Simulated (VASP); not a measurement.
# Be (Fd-3m) in VASP: notebook

Be is run at these levels: PBE; tasks: single point.

Program: VASP 6.6.1. These are calculated values, not measurements. Logs are shortened: lines on timing, memory, paths and dates and some standing lists are left out, and cuts for length are marked.

## 1. The cell of the first run

It takes space group Fd-3m (No. 227, cubic). Conventional cell: a = 4.899 Å, b = 4.899 Å, c = 4.899 Å, α = 90.00°, β = 90.00°, γ = 90.00°. Be (site symmetry -43m) has 4 Be at 2.12 Å within 2.8 Å.

## 2. Single point, PBE

The input, INCAR:

```
ALGO = Normal ; EDIFF = 1E-6
ENCUT = 520 ; GGA = PE
ISIF = 2 ; ISMEAR = -1
LASPH = T ; LCHARG = T
LELF = T ; LREAL = F
LVHAR = T ; LWAVE = F
NBANDS = 9 ; NELM = 60
PREC = Accurate ; SIGMA = 0.1
```

The input, KPOINTS:

```
k-points
0
Gamma
  12 12 12
```

The input, POSCAR:

```
Be
1.0
    0.0000000000      2.4494676805      2.4494676805
    2.4494676805      0.0000000000      2.4494676805
    2.4494676805      2.4494676805      0.0000000000
Be
2
Direct
    0.1250000000      0.1250000000      0.1250000000
    0.8750000000      0.8750000000      0.8750000000
```

Potentials or basis: VASP PAW PBE potentials, release 64 (Be).

On the command line:

```bash
> cat potpaw_PBE.64/Be/POTCAR > POTCAR
> mpirun -np 1 vasp_std > vasp.out
```

OUTCAR:

```text
EDIFF = 1E-6
   ENCUT = 520
   GGA = PE
   ISIF = 2
   ISMEAR = -1
   LASPH = T
   LREAL = F
   NELM = 60
   PREC = Accurate

 ion  position               nearest neighbor table
   1  0.125  0.125  0.125-   2 2.12   2 2.12   2 2.12   2 2.12
   2  0.875  0.875  0.875-   1 2.12   1 2.12   1 2.12   1 2.12

  LATTYP: Found a face centered cubic cell.
 ALAT       =     4.8989353610

  Lattice vectors:

 A1 = (   0.0000000000,   2.4494676805,   2.4494676805)
 A2 = (   2.4494676805,   0.0000000000,   2.4494676805)
 A3 = (   2.4494676805,   2.4494676805,   0.0000000000)

Analysis of symmetry for initial positions (statically):
=====================================================================
 Subroutine PRICEL returns:
 Original cell was already a primitive cell.

 Routine SETGRP: Setting up the symmetry group for a
 face centered cubic supercell.

 Subroutine GETGRP returns: Found 48 space group operations
 (whereof 12 operations were pure point group operations)
 out of a pool of 48 trial point group operations.

The static configuration has the point symmetry D_3d.
 The point group associated with its full space group is O_h .

Analysis of symmetry for dynamics (positions and initial velocities):
=====================================================================
 Subroutine PRICEL returns:
 Original cell was already a primitive cell.

 Routine SETGRP: Setting up the symmetry group for a
 face centered cubic supercell.

 Subroutine GETGRP returns: Found 48 space group operations
 (whereof 12 operations were pure point group operations)
 out of a pool of 48 trial point group operations.

The dynamic configuration has the point symmetry D_3d.
 The point group associated with its full space group is O_h .

 Subroutine INISYM returns: Found 48 space group operations
 (whereof 12 operations are pure point group operations),
 and found     1 'primitive' translations

----------------------------------------------------------------------------------------

                                     Primitive cell

  volume of cell :      29.3931

  direct lattice vectors                    reciprocal lattice vectors
     0.000000000  2.449467681  2.449467681    -0.204125984  0.204125984  0.204125984
     2.449467681  0.000000000  2.449467681     0.204125984 -0.204125984  0.204125984
     2.449467681  2.449467681  0.000000000     0.204125984  0.204125984 -0.204125984

  length of vectors
     3.464070414  3.464070414  3.464070414     0.353556575  0.353556575  0.353556575

  position of ions in fractional coordinates (direct lattice)
     0.125000000  0.125000000  0.125000000
     0.875000000  0.875000000  0.875000000

  ion indices of the primitive-cell ions
   primitive index   ion index
                 1           1
                 2           2

----------------------------------------------------------------------------------------

 KPOINTS: k-points

Automatic generation of k-mesh.
 Grid dimensions read from file:
 generate k-points for:   12   12   12

 Generating k-lattice:

  Cartesian coordinates                     Fractional coordinates (reciprocal lattice)
    -0.017010499  0.017010499  0.017010499     0.083333333  0.000000000  0.000000000
     0.017010499 -0.017010499  0.017010499     0.000000000  0.083333333  0.000000000
     0.017010499  0.017010499 -0.017010499     0.000000000  0.000000000  0.083333333

  Length of vectors
     0.029463048  0.029463048  0.029463048

  Shift w.r.t. Gamma in fractional coordinates (k-lattice)
     0.000000000  0.000000000  0.000000000

 Subroutine IBZKPT returns following result:
 ===========================================

 Found     72 irreducible k-points:

 Following reciprocal coordinates:
            Coordinates               Weight
  0.000000  0.000000  0.000000      1.000000
  0.083333  0.000000  0.000000      8.000000
  0.166667  0.000000  0.000000      8.000000
  0.250000  0.000000  0.000000      8.000000
  0.333333  0.000000  0.000000      8.000000
  0.416667  0.000000  0.000000      8.000000
[... 16 lines left out ...]
  0.500000  0.166667  0.000000     24.000000
 -0.416667  0.166667  0.000000     24.000000
 [... further k-points ...]
   k-points           NKPTS =     72   k-points in BZ     NKDIM =     72   number of bands    NBANDS=      9
   number of dos      NEDOS =    301   number of ions     NIONS =      2
   total plane-waves  NPLWV =  21952
   dimension x,y,z NGX =    28 NGY =   28 NGZ =   28
   dimension x,y,z NGXF=    56 NGYF=   56 NGZF=   56
   ions per type =               2
   NGX,Y,Z   is equivalent  to a cutoff of  13.44, 13.44, 13.44 a.u.
   NGXF,Y,Z  is equivalent  to a cutoff of  26.88, 26.88, 26.88 a.u.
 SYSTEM =  unknown system
   PREC   = accura    normal or accurate (medium, high low for compatibility)
   ISTART =      0    job   : 0-new  1-cont  2-samecut
   ICHARG =      2    charge: 1-file 2-atom 10-const
   ISPIN  =      1    spin polarized calculation?
   LNONCOLLINEAR =      F non collinear calculations
   LSORBIT =      F    spin-orbit coupling
   LASPH  =      T    aspherical Exc in radial PAW
   ENCUT  =  520.0 eV  38.22 Ry    6.18 a.u.   6.44  6.44  6.44*2*pi/ulx,y,z
   NELM   =     60;   NELMIN=  2; NELMDL= -5     # of ELM steps
   EDIFF  = 0.1E-05   stopping-criterion for ELM
   LREAL  =      F    real-space projection
   EDIFFG = 0.1E-04   stopping-criterion for IOM
   NSW    =      0    number of steps for IOM
   IBRION =     -1    ionic relax: 0-MD 1-quasi-New 2-CG
   NFREE  =      0    steps in history (QN), initial steepest desc. (CG)
   ISIF   =      2    stress and relaxation
   ISYM   =      2    0-nonsym 1-usesym 2-fastsym
   POTIM  = 0.5000    time-step for ionic-motion
   TEBEG  =    0.0;   TEEND  =   0.0 temperature during run
   PSTRESS=    0.0 pullay stress
   NELECT =       4.0000    total number of electrons
   NUPDOWN=      -1.0000    fix difference up-down
   EMIN   =  10.00;   EMAX   =-10.00  energy-range for DOS
   EFERMI =   0.00;   METHOD = LEGACY
   ISMEAR =    -1;   SIGMA  =   0.10  broadening in eV -4-tet -1-fermi 0-gaus
   EFERMI_NEDOS =   21; number of points for ismear=-14 and -15
   IALGO  =     38    algorithm
   IMIX   =      4    mixing-type and parameters
     AMIX     =   0.40;   BMIX     =  1.00
     AMIX_MAG =   1.60;   BMIX_MAG =  1.00
  volume/ion in A,a.u.               =      14.70        99.18
  Fermi-wavevector in a.u.,A,eV,Ry     =   0.842067  1.591275  9.647567  0.709076
  Thomas-Fermi vector in A             =   1.956713
   LORBIT       =      0    0 simple, 1 ext, 2 COOP (PROOUT), +10 PAW based schemes
   GGA     = PE    functional components
   LHFCALC =     F    Hartree Fock is set to
   AEXX    =    0.0000 exact exchange contribution
   IVDW    =     0    specifies the selected vdW correction
   LEPSILON=     F    determine dielectric tensor
   LRPA    =     F    only Hartree local field effects (RPA)
 non-spin polarized calculation
  energy-cutoff  :      520.00
  volume of cell :       29.39
 maximum number of plane-waves:       817
 NGX is ok and might be reduce to    28
   NGX = 13   NGY = 13   NGZ = 13

 number of electron       4.0000000 magnetization

 Free energy of the ion-electron system (eV)
  ---------------------------------------------------
  ext. energy  EPLUGINS =         0.00000000
  ---------------------------------------------------
  free energy    TOTEN  =        -4.27750479 eV

  energy without entropy =       -4.24361554  energy(sigma->0) =       -4.26056017

 E-fermi :   1.7857     XC(G=0):  -8.5441

 val. band max:        1.7605291407   @ k =  -0.2500   0.1667   0.0000
 cond. band min:       1.8197142601   @ k =   0.4167   0.3333   0.0000
 fundamental gap:      0.0591851194
 Fermi energy:         1.7857081748

 k-point     1 :       0.0000    0.0000    0.0000
  band No.  band energies     occupation
      1      -5.5071      2.00000
      2       6.5411      0.00000
      3       6.5411      0.00000
      4       6.5411      0.00000
      5       9.0718      0.00000
      6       9.0718      0.00000
      7       9.0718      0.00000
      8      15.7782      0.00000
      9      16.1393      0.00000

 k-point     2 :       0.0833    0.0000    0.0000
  band No.  band energies     occupation
      1      -5.4026      2.00000
      2       5.7137      0.00000
      3       6.3081      0.00000
      4       6.3081      0.00000
      5       9.3755      0.00000
      6       9.3755      0.00000
      7       9.6658      0.00000
      8      15.5314      0.00000
      9      16.3507      0.00000

 k-point     3 :       0.1667    0.0000    0.0000
  band No.  band energies     occupation
      1      -5.0896      2.00000
      2       4.1787      0.00000
      3       5.8481      0.00000
      4       5.8481      0.00000
      5       9.9620      0.00000
      6       9.9620      0.00000
      7      10.5477      0.00000
      8      15.0087      0.00000
      9      16.1413      0.00000

 k-point     4 :       0.2500    0.0000    0.0000
  band No.  band energies     occupation
      1      -4.5695      2.00000
      2       2.5395      0.00106
      3       5.4098      0.00000
      4       5.4098      0.00000
      5      10.3627      0.00000
      6      10.3627      0.00000
      7      11.2435      0.00000
      8      14.4756      0.00000
      9      16.0914      0.00000

 k-point     5 :       0.3333    0.0000    0.0000
  band No.  band energies     occupation
      1      -3.8451      2.00000
      2       0.9572      1.99950
      3       5.0786      0.00000
      4       5.0786      0.00000
      5      10.4078      0.00000
      6      10.4078      0.00000
      7      11.7322      0.00000
      8      14.0531      0.00000
      9      16.9415      0.00000

 k-point     6 :       0.4167    0.0000    0.0000
  band No.  band energies     occupation
      1      -2.9219      2.00000
      2      -0.4994      2.00000
      3       4.8773      0.00000
      4       4.8773      0.00000
      5      10.2940      0.00000
      6      10.2940      0.00000
      7      12.0291      0.00000
      8      13.7876      0.00000
      9      18.3755      0.00000
[... 169 lines left out ...]
 k-point    21 :       0.3333    0.1667    0.0000
  band No.  band energies     occupation
      1      -3.9819      2.00000
      2       2.2238      0.02473
      3       4.0211      0.00000
      4       4.5656      0.00000
      5       9.1239      0.00000
      6      11.4415      0.00000
      7      12.3887      0.00000
      8      12.9974      0.00000
      9      17.4762      0.00000

 k-point    22 :       0.4167    0.1667    0.0000
  band No.  band energies     occupation
      1      -3.1942      2.00000
      2       0.7548      1.99993
      3       3.9122      0.00000
      4       4.0175      0.00000
      5       9.2274      0.00000
      6      12.1434      0.00000
      7      12.2167      0.00000
      8      13.5887      0.00000
      9      17.1590      0.00000

 k-point    23 :       0.5000    0.1667    0.0000
  band No.  band energies     occupation
      1      -2.2157      2.00000
      2      -0.6100      2.00000
      3       3.5511      0.00000
      4       3.9920      0.00000
      5       9.3119      0.00000
      6      11.8823      0.00000
      7      12.8898      0.00000
      8      14.2765      0.00000
      9      16.8365      0.00000

 k-point    24 :      -0.4167    0.1667    0.0000
  band No.  band energies     occupation
      1      -1.8598      2.00000
      2      -1.0186      2.00000
      3       3.2249      0.00000
      4       4.2506      0.00000
      5       9.5500      0.00000
      6      11.5613      0.00000
      7      13.1134      0.00000
      8      14.9496      0.00000
      9      16.6854      0.00000

 [... further k-points ...]
[... 5 lines left out ...]
  --------------------------------------------------------------------------------------
  -------------------------------------------------------------------------------------
  Total        0.0065053      0.0065053      0.0065053      0.0000000     -0.0000000      0.0000000
  in kB        0.3545975      0.3545975      0.3545975      0.0000000     -0.0000000      0.0000000
  external PRESSURE =       0.3545975 kB  Pullay stress =       0.0000000 kB

 VOLUME and BASIS-vectors are now :
 -----------------------------------------------------------------------------
  energy-cutoff  :      520.00
  volume of cell :       29.39
      direct lattice vectors                 reciprocal lattice vectors
     0.000000000  2.449467681  2.449467681    -0.204125984  0.204125984  0.204125984
     2.449467681  0.000000000  2.449467681     0.204125984 -0.204125984  0.204125984
     2.449467681  2.449467681  0.000000000     0.204125984  0.204125984 -0.204125984

 POSITION                                       TOTAL-FORCE (eV/Angst)
 -----------------------------------------------------------------------------------
      0.61237      0.61237      0.61237         0.000000      0.000000      0.000000
      4.28657      4.28657      4.28657        -0.000000     -0.000000     -0.000000
 -----------------------------------------------------------------------------------
    total drift:                               -0.000000     -0.000000     -0.000000

  FREE ENERGIE OF THE ION-ELECTRON SYSTEM (eV)
  ---------------------------------------------------
  free  energy   TOTEN  =        -4.2775047866 eV

  energy  without entropy=       -4.2436155448  energy(sigma->0) =       -4.26056017
```

Run time: 11 s. Hardware: 1 thread of AMD EPYC 9R45 (Zen 5), shared host; peak memory 0.12 GiB.

What came out:

```
Free energy            : -4.2775 eV
Pressure               : 0.0 GPa
Band gap on the k mesh : zero (band 2 reaches 6.54 eV, above the bottom of band 3 at 0.40 eV)
```

Levels at points of the mesh, in eV from the Fermi level:
```csv
k point,band 1,band 2,band 3,band 4,band 5,band 6
"(0.00, 0.00, 0.00)",-7.29,4.76,4.76,4.76,7.29,7.29
"(0.50, 0.00, 0.00)",-3.68,-3.50,3.02,3.02,8.45,8.45
"(0.50, 0.50, 0.00)",-2.41,-2.41,0.73,0.73,6.19,6.19
```

(Continued in part 2 of 2.)
